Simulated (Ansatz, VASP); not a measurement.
# Tc in VASP and in Ansatz

```
CELL_PARAMETERS angstrom
0.00000 1.95000 1.95000
1.95000 0.00000 1.95000
1.95000 1.95000 0.00000
ATOMIC_POSITIONS crystal
Tc 0.00000 0.00000 0.00000
```

Alike in both runs: task relaxation of cell and atoms; functional r2SCAN; dispersion rVV10; k mesh 12 × 12 × 12; occupations fermi-dirac, width 0.05 eV; no spin polarisation.

|  | VASP | Ansatz |
| --- | --- | --- |
| version | VASP 6.6.1 | Ansatz 0.2.0 |
| potentials or method | VASP PAW PBE potentials, release 64 (Tc_pv) | Ansatz PAW earlier set |
| plane-wave cutoff (eV) | 600 | 500 |
| valence electrons in the cell | 13 | 15 |

Ansatz gave:

```
gap on the k mesh at the Fermi level, each at its own relaxed structure (eV) : none
relaxed volume (Å³/atom)                                                     : 14.18
relaxed cell length with the largest relative difference (Å)                 : 2.717
```

Problem. What did VASP give for the same quantities?

Solution. gap on the k mesh at the Fermi level, each at its own relaxed structure (eV): none; relaxed volume (Å³/atom): 14.24; relaxed cell length with the largest relative difference (Å): 2.721.

VASP's potentials were made for PBE, not for r2SCAN. A gap of «none» marks a metal or a gap that the smearing closes. VASP's potentials hold 13 valence electrons a cell and Ansatz's 15, so a difference there can come from the potentials and not from the codes.

Noted on Ansatz's run: the plane-wave basis is chosen anew once the cell has moved, so the energies of steps on either side of that aren't comparable.
